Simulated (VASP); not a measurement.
# Rh (Fm-3m) in VASP: a series of runs

Runs on Rh. Level: PBEsol. Tasks: single point.

Everything below comes from runs of VASP 6.6.1. Logs are shortened: lines on timing, memory, paths and dates and some standing lists are left out, and cuts for length are marked.

## (1) The cell of the first run

Symmetry: Fm-3m, No. 225, cubic system. Conventional cell: a = 3.509 Å, b = 3.509 Å, c = 3.509 Å, α = 90.00°, β = 90.00°, γ = 90.00°. Within 3.3 Å of Rh (site symmetry m-3m) lie 12 Rh at 2.48 Å.

## (2) Single point, PBEsol (volume scaled by 0.8)

File INCAR:

```
SYSTEM = Rh
ALGO     = Normal         ! electronic algorithm
EDIFF    = 1E-6           ! SCF threshold, eV
ENCUT    = 500            ! plane-wave cutoff, eV
GGA      = PS             ! functional
GGA_COMPAT= .False.      
ISIF     = 2              ! what is computed and relaxed
ISMEAR   = -1             ! smearing method
LASPH    = .True.         ! aspherical terms in the spheres
LCHARG   = .False.        ! write CHGCAR
LREAL    = .False.        ! projectors in reciprocal space
LWAVE    = .False.        ! write WAVECAR
NBANDS   = 14             ! bands
NELM     = 120            ! most SCF steps
PREC     = Accurate       ! precision mode
SIGMA    = 0.05           ! smearing width, eV
```

File KPOINTS:

```
k-points
0
Gamma
  17 17 17
  0 0 0
```

File POSCAR:

```
Rh
1.0
    0.0000000000      1.7545198724      1.7545198724
    1.7545198724      0.0000000000      1.7545198724
    1.7545198724      1.7545198724      0.0000000000
Rh
1
Direct
    0.0000000000      0.0000000000      0.0000000000
```

Potentials or basis: VASP PAW PBE potentials, release 64 (Rh_pv).

Run with:

```console
$ cat potpaw_PBE.64/Rh_pv/POTCAR > POTCAR
$ mpirun -np 1 vasp_std > vasp.out
```

OUTCAR:

```text
SYSTEM = Rh
   EDIFF = 1E-6
   ENCUT = 500
   GGA = PS
   ISIF = 2
   ISMEAR = -1
   LASPH = .True.
   LREAL = .False.
   NELM = 120
   PREC = Accurate

 ion  position               nearest neighbor table
   1  0.000  0.000  0.000-

  LATTYP: Found a face centered cubic cell.
 ALAT       =     3.5090397448

  Lattice vectors:

 A1 = (   0.0000000000,   1.7545198724,   1.7545198724)
 A2 = (   1.7545198724,   0.0000000000,   1.7545198724)
 A3 = (   1.7545198724,   1.7545198724,   0.0000000000)

Analysis of symmetry for initial positions (statically):
=====================================================================
 Subroutine PRICEL returns:
 Original cell was already a primitive cell.

 Routine SETGRP: Setting up the symmetry group for a
 face centered cubic supercell.

 Subroutine GETGRP returns: Found 48 space group operations
 (whereof 48 operations were pure point group operations)
 out of a pool of 48 trial point group operations.

The static configuration has the point symmetry O_h .

Analysis of symmetry for dynamics (positions and initial velocities):
=====================================================================
 Subroutine PRICEL returns:
 Original cell was already a primitive cell.

 Routine SETGRP: Setting up the symmetry group for a
 face centered cubic supercell.

 Subroutine GETGRP returns: Found 48 space group operations
 (whereof 48 operations were pure point group operations)
 out of a pool of 48 trial point group operations.

The dynamic configuration has the point symmetry O_h .

 Subroutine INISYM returns: Found 48 space group operations
 (whereof 48 operations are pure point group operations),
 and found     1 'primitive' translations

----------------------------------------------------------------------------------------

                                     Primitive cell

  volume of cell :      10.8020

  direct lattice vectors                    reciprocal lattice vectors
     0.000000000  1.754519872  1.754519872    -0.284978248  0.284978248  0.284978248
     1.754519872  0.000000000  1.754519872     0.284978248 -0.284978248  0.284978248
     1.754519872  1.754519872  0.000000000     0.284978248  0.284978248 -0.284978248

  length of vectors
     2.481265799  2.481265799  2.481265799     0.493596805  0.493596805  0.493596805

  position of ions in fractional coordinates (direct lattice)
     0.000000000  0.000000000  0.000000000

  ion indices of the primitive-cell ions
   primitive index   ion index
                 1           1

----------------------------------------------------------------------------------------

 KPOINTS: k-points

Automatic generation of k-mesh.
 Grid dimensions read from file:
 generate k-points for:   17   17   17

 Generating k-lattice:

  Cartesian coordinates                     Fractional coordinates (reciprocal lattice)
    -0.016763426  0.016763426  0.016763426     0.058823529  0.000000000  0.000000000
     0.016763426 -0.016763426  0.016763426     0.000000000  0.058823529  0.000000000
     0.016763426  0.016763426 -0.016763426     0.000000000  0.000000000  0.058823529

  Length of vectors
     0.029035106  0.029035106  0.029035106

  Shift w.r.t. Gamma in fractional coordinates (k-lattice)
     0.000000000  0.000000000  0.000000000

 Subroutine IBZKPT returns following result:
 ===========================================

 Found    165 irreducible k-points:

 Following reciprocal coordinates:
            Coordinates               Weight
  0.000000  0.000000  0.000000      1.000000
  0.058824  0.000000  0.000000      8.000000
  0.117647  0.000000  0.000000      8.000000
  0.176471  0.000000  0.000000      8.000000
  0.235294  0.000000  0.000000      8.000000
  0.294118  0.000000  0.000000      8.000000
[... 16 lines left out ...]
 -0.176471  0.058824  0.000000     24.000000
 -0.117647  0.058824  0.000000     24.000000
 [... further k-points ...]
   k-points           NKPTS =    165   k-points in BZ     NKDIM =    165   number of bands    NBANDS=     14
   number of dos      NEDOS =    301   number of ions     NIONS =      1
   total plane-waves  NPLWV =   5832
   dimension x,y,z NGX =    18 NGY =   18 NGZ =   18
   dimension x,y,z NGXF=    36 NGYF=   36 NGZF=   36
   ions per type =               1
   NGX,Y,Z   is equivalent  to a cutoff of  12.06, 12.06, 12.06 a.u.
   NGXF,Y,Z  is equivalent  to a cutoff of  24.12, 24.12, 24.12 a.u.
 SYSTEM =  Rh
   PREC   = accura    normal or accurate (medium, high low for compatibility)
   ISTART =      0    job   : 0-new  1-cont  2-samecut
   ICHARG =      2    charge: 1-file 2-atom 10-const
   ISPIN  =      1    spin polarized calculation?
   LNONCOLLINEAR =      F non collinear calculations
   LSORBIT =      F    spin-orbit coupling
   LASPH  =      T    aspherical Exc in radial PAW
   ENCUT  =  500.0 eV  36.75 Ry    6.06 a.u.   4.52  4.52  4.52*2*pi/ulx,y,z
   NELM   =    120;   NELMIN=  2; NELMDL= -5     # of ELM steps
   EDIFF  = 0.1E-05   stopping-criterion for ELM
   LREAL  =      F    real-space projection
   EDIFFG = 0.1E-04   stopping-criterion for IOM
   NSW    =      0    number of steps for IOM
   IBRION =     -1    ionic relax: 0-MD 1-quasi-New 2-CG
   NFREE  =      0    steps in history (QN), initial steepest desc. (CG)
   ISIF   =      2    stress and relaxation
   ISYM   =      2    0-nonsym 1-usesym 2-fastsym
   POTIM  = 0.5000    time-step for ionic-motion
   TEBEG  =    0.0;   TEEND  =   0.0 temperature during run
   PSTRESS=    0.0 pullay stress
   NELECT =      15.0000    total number of electrons
   NUPDOWN=      -1.0000    fix difference up-down
   EMIN   =  10.00;   EMAX   =-10.00  energy-range for DOS
   EFERMI =   0.00;   METHOD = LEGACY
   ISMEAR =    -1;   SIGMA  =   0.05  broadening in eV -4-tet -1-fermi 0-gaus
   EFERMI_NEDOS =   21; number of points for ismear=-14 and -15
   IALGO  =     38    algorithm
   IMIX   =      4    mixing-type and parameters
     AMIX     =   0.40;   BMIX     =  1.00
     AMIX_MAG =   1.60;   BMIX_MAG =  1.00
  volume/ion in A,a.u.               =      10.80        72.90
  Fermi-wavevector in a.u.,A,eV,Ry     =   1.826433  3.451457 45.387072  3.335856
  Thomas-Fermi vector in A             =   2.881746
   LORBIT       =      0    0 simple, 1 ext, 2 COOP (PROOUT), +10 PAW based schemes
   GGA     = PS    functional components
   LHFCALC =     F    Hartree Fock is set to
   AEXX    =    0.0000 exact exchange contribution
   IVDW    =     0    specifies the selected vdW correction
   LEPSILON=     F    determine dielectric tensor
   LRPA    =     F    only Hartree local field effects (RPA)
 non-spin polarized calculation
  energy-cutoff  :      500.00
  volume of cell :       10.80
 maximum number of plane-waves:       290
 NGX is ok and might be reduce to    18
   NGX =  9   NGY =  9   NGZ =  9

 number of electron      14.9999992 magnetization

 Free energy of the ion-electron system (eV)
  ---------------------------------------------------
  ext. energy  EPLUGINS =         0.00000000
  ---------------------------------------------------
  free energy    TOTEN  =        -7.36350264 eV

  energy without entropy =       -7.35822885  energy(sigma->0) =       -7.36086574

 E-fermi :  16.7950     XC(G=0): -15.8267

 val. band max:       16.7617427255   @ k =   0.4118   0.2353   0.0588
 cond. band min:      16.8147717881   @ k =   0.4118   0.2941   0.0588
 fundamental gap:      0.0530290626
 Fermi energy:        16.7949874730

 k-point     1 :       0.0000    0.0000    0.0000
  band No.  band energies     occupation
      1     -29.9742      2.00000
      2     -29.9742      2.00000
      3     -29.9742      2.00000
      4       6.8752      2.00000
      5      12.2954      2.00000
      6      12.2954      2.00000
      7      12.2954      2.00000
      8      15.3716      2.00000
      9      15.3716      2.00000
     10      32.1761      0.00000
     11      36.4909      0.00000
     12      39.1036      0.00000
     13      39.1036      0.00000
     14      39.1036      0.00000

 k-point     2 :       0.0588    0.0000    0.0000
  band No.  band energies     occupation
      1     -30.0336      2.00000
      2     -29.9817      2.00000
      3     -29.9817      2.00000
      4       7.0545      2.00000
      5      12.2009      2.00000
      6      12.3726      2.00000
      7      12.3726      2.00000
      8      15.3192      2.00000
      9      15.3192      2.00000
     10      32.4884      0.00000
     11      36.4906      0.00000
     12      38.2825      0.00000
     13      39.4037      0.00000
     14      39.4037      0.00000

 k-point     3 :       0.1176    0.0000    0.0000
  band No.  band energies     occupation
      1     -30.2022      2.00000
      2     -30.0030      2.00000
      3     -30.0030      2.00000
      4       7.5534      2.00000
      5      11.9801      2.00000
      6      12.5702      2.00000
      7      12.5702      2.00000
      8      15.2091      2.00000
      9      15.2091      2.00000
     10      33.3336      0.00000
     11      36.4678      0.00000
     12      36.6785      0.00000
     13      40.2762      0.00000
     14      40.2762      0.00000

 k-point     4 :       0.1765    0.0000    0.0000
  band No.  band energies     occupation
      1     -30.4535      2.00000
      2     -30.0352      2.00000
      3     -30.0352      2.00000
      4       8.2206      2.00000
      5      11.8353      2.00000
      6      12.7736      2.00000
      7      12.7736      2.00000
      8      15.1852      2.00000
      9      15.1852      2.00000
     10      34.2155      0.00000
     11      35.2049      0.00000
     12      36.4967      0.00000
     13      41.6458      0.00000
     14      41.6458      0.00000

 k-point     5 :       0.2353    0.0000    0.0000
  band No.  band energies     occupation
      1     -30.7498      2.00000
      2     -30.0738      2.00000
      3     -30.0738      2.00000
      4       8.7184      2.00000
      5      12.1436      2.00000
      6      12.8183      2.00000
      7      12.8183      2.00000
      8      15.4349      2.00000
      9      15.4349      2.00000
     10      33.1771      0.00000
     11      35.5378      0.00000
[... 276 lines left out ...]
 k-point    22 :      -0.2353    0.0588    0.0000
  band No.  band energies     occupation
      1     -30.8547      2.00000
      2     -30.1485      2.00000
      3     -30.0689      2.00000
      4       8.9470      2.00000
      5      12.1074      2.00000
      6      12.8277      2.00000
      7      12.8949      2.00000
      8      15.0992      2.00000
      9      16.2465      1.99997
     10      32.9217      0.00000
     11      35.7377      0.00000
     12      36.4993      0.00000
     13      42.5433      0.00000
     14      44.0371      0.00000

 k-point    23 :      -0.1765    0.0588    0.0000
  band No.  band energies     occupation
      1     -30.5629      2.00000
      2     -30.1036      2.00000
      3     -30.0308      2.00000
      4       8.5796      2.00000
      5      11.6673      2.00000
      6      12.8920      2.00000
      7      12.9111      2.00000
      8      14.7857      2.00000
      9      15.7078      2.00000
     10      34.2725      0.00000
     11      35.3012      0.00000
     12      36.4959      0.00000
     13      41.1446      0.00000
     14      42.9941      0.00000

 k-point    24 :      -0.1176    0.0588    0.0000
  band No.  band energies     occupation
      1     -30.3033      2.00000
      2     -30.0583      2.00000
      3     -30.0011      2.00000
      4       7.9167      2.00000
      5      11.7657      2.00000
      6      12.7036      2.00000
      7      12.7727      2.00000
      8      14.8613      2.00000
      9      15.4610      2.00000
     10      33.9381      0.00000
     11      36.0569      0.00000
     12      36.5045      0.00000
     13      40.0175      0.00000
     14      41.3573      0.00000

 [... further k-points ...]

------------------------ aborting loop because EDIFF is reached ----------------------------------------

  FORCE on cell =-STRESS in cart. coord.  units (eV):
  Direction    XX          YY          ZZ          XY          YZ          ZX
  --------------------------------------------------------------------------------------
  -------------------------------------------------------------------------------------
  Total        7.7872370      7.7872370      7.7872370     -0.0000000     -0.0000000     -0.0000000
  in kB     1155.0189290   1155.0189290   1155.0189290     -0.0000000     -0.0000000     -0.0000000
  external PRESSURE =    1155.0189290 kB  Pullay stress =       0.0000000 kB

 VOLUME and BASIS-vectors are now :
 -----------------------------------------------------------------------------
  energy-cutoff  :      500.00
  volume of cell :       10.80
      direct lattice vectors                 reciprocal lattice vectors
     0.000000000  1.754519872  1.754519872    -0.284978248  0.284978248  0.284978248
     1.754519872  0.000000000  1.754519872     0.284978248 -0.284978248  0.284978248
     1.754519872  1.754519872  0.000000000     0.284978248  0.284978248 -0.284978248

 POSITION                                       TOTAL-FORCE (eV/Angst)
 -----------------------------------------------------------------------------------
      0.00000      0.00000      0.00000         0.000000      0.000000      0.000000
 -----------------------------------------------------------------------------------
    total drift:                                0.000000      0.000000     -0.000000

  FREE ENERGIE OF THE ION-ELECTRON SYSTEM (eV)
  ---------------------------------------------------
  free  energy   TOTEN  =        -7.3635026364 eV

  energy  without entropy=       -7.3582288455  energy(sigma->0) =       -7.36086574
```

Wall time 15 s (1 thread of Intel Xeon Platinum 8375C at 2.90GHz (Ice Lake), shared host); peak memory 0.13 GiB.

What came out:

```yaml
Free_energy: -7.3635 eV
Pressure: 115.5 GPa
```

Caveat: the cell differs from its parent crystal (volume scaled by 0.8); the PAW data sets were made with another functional, which shifts forces and pressure a little.

## (3) Single point, PBEsol

This run uses another cell than the first one, of 13.50 Å³/atom, 1.250 times its volume.

File INCAR:

```
PREC     = Accurate       # precision mode
ENCUT    = 500            # plane-wave cutoff, eV
EDIFF    = 1E-6           # SCF threshold, eV
ISMEAR   = -1             # smearing method
SIGMA    = 0.05           # smearing width, eV
LREAL    = F              # projectors in reciprocal space
LASPH    = T              # aspherical terms in the spheres
NELM     = 120            # most SCF steps
ALGO     = Normal         # electronic algorithm
ISIF     = 2              # what is computed and relaxed
LWAVE    = F              # write WAVECAR
LCHARG   = F              # write CHGCAR
GGA      = PS             # functional
NBANDS   = 14             # bands
GGA_COMPAT= F
```

File KPOINTS:

```
Automatic mesh
0
Gamma
  17 17 17
```

File POSCAR:

```
Rh
1.0
    0.0000000000      1.8899992388      1.8899992388
    1.8899992388      0.0000000000      1.8899992388
    1.8899992388      1.8899992388      0.0000000000
Rh
1
Direct
    0.0000000000      0.0000000000      0.0000000000
```

Potentials or basis: VASP PAW PBE potentials, release 64 (Rh_pv).

Run with:

```console
$ cat potpaw_PBE.64/Rh_pv/POTCAR > POTCAR
$ mpirun -np 1 vasp_std > vasp.out
```

OUTCAR:

```text
PREC = Accurate
   ENCUT = 500
   EDIFF = 1E-6
   ISMEAR = -1
   LREAL = F
   LASPH = T
   NELM = 120
   ISIF = 2
   GGA = PS

 ion  position               nearest neighbor table
   1  0.000  0.000  0.000-

  LATTYP: Found a face centered cubic cell.
 ALAT       =     3.7799984776

  Lattice vectors:

 A1 = (   0.0000000000,   1.8899992388,   1.8899992388)
 A2 = (   1.8899992388,   0.0000000000,   1.8899992388)
 A3 = (   1.8899992388,   1.8899992388,   0.0000000000)

[... 584 lines left out ...]
     14      35.2713      0.00000

 [... further k-points ...]

------------------------ aborting loop because EDIFF is reached ----------------------------------------

  FORCE on cell =-STRESS in cart. coord.  units (eV):
  Direction    XX          YY          ZZ          XY          YZ          ZX
  --------------------------------------------------------------------------------------
  -------------------------------------------------------------------------------------
  Total       -0.0027221     -0.0027221     -0.0027221      0.0000000      0.0000000     -0.0000000
  in kB       -0.3230011     -0.3230011     -0.3230011      0.0000000      0.0000000     -0.0000000
  external PRESSURE =      -0.3230011 kB  Pullay stress =       0.0000000 kB

 VOLUME and BASIS-vectors are now :
 -----------------------------------------------------------------------------
  energy-cutoff  :      500.00
  volume of cell :       13.50
      direct lattice vectors                 reciprocal lattice vectors
     0.000000000  1.889999239  1.889999239    -0.264550371  0.264550371  0.264550371
     1.889999239  0.000000000  1.889999239     0.264550371 -0.264550371  0.264550371
     1.889999239  1.889999239  0.000000000     0.264550371  0.264550371 -0.264550371

 POSITION                                       TOTAL-FORCE (eV/Angst)
 -----------------------------------------------------------------------------------
      0.00000      0.00000      0.00000         0.000000      0.000000      0.000000
 -----------------------------------------------------------------------------------
    total drift:                                0.000000     -0.000000      0.000000

  FREE ENERGIE OF THE ION-ELECTRON SYSTEM (eV)
  ---------------------------------------------------
  free  energy   TOTEN  =        -8.1443979803 eV

  energy  without entropy=       -8.1359126422  energy(sigma->0) =       -8.14015531
```

OSZICAR:

```text
N       E                     dE             d eps       ncg     rms          rms(c)
DAV:   1     0.117076869191E+03    0.11708E+03   -0.85665E+03  4660   0.111E+03
DAV:   2    -0.726000968914E+01   -0.12434E+03   -0.11906E+03  5142   0.336E+02
DAV:   3    -0.876920054638E+01   -0.15092E+01   -0.15059E+01  5496   0.408E+01
DAV:   4    -0.877469381829E+01   -0.54933E-02   -0.54931E-02  5304   0.252E+00
DAV:   5    -0.877474048006E+01   -0.46662E-04   -0.46661E-04  5364   0.204E-01    0.115E+01
DAV:   6    -0.817113841025E+01    0.60360E+00   -0.98161E-01  4890   0.138E+01    0.363E+00
DAV:   7    -0.814928200556E+01    0.21856E-01   -0.21225E-02  5364   0.179E+00    0.166E+00
DAV:   8    -0.814462437473E+01    0.46576E-02   -0.45504E-03  4896   0.927E-01    0.243E-01
DAV:   9    -0.814439293877E+01    0.23144E-03   -0.17921E-04  4830   0.189E-01    0.255E-02
DAV:  10    -0.814439776218E+01   -0.48234E-05   -0.24281E-06  5212   0.179E-02    0.509E-03
DAV:  11    -0.814439798034E+01   -0.21816E-06   -0.39601E-07  2472   0.888E-03
   1 F= -.81443980E+01 E0= -.81401553E+01  d E =-.848534E-02
```

Run time: 18 s. Hardware: 1 thread of Intel Xeon Platinum 8375C at 2.90GHz (Ice Lake), shared host; peak memory 0.14 GiB.

Results:

```yaml
Free_energy: -8.1444 eV
Pressure: 0.0 GPa
```

Caveat: the PAW data sets were made with another functional, which shifts forces and pressure a little.
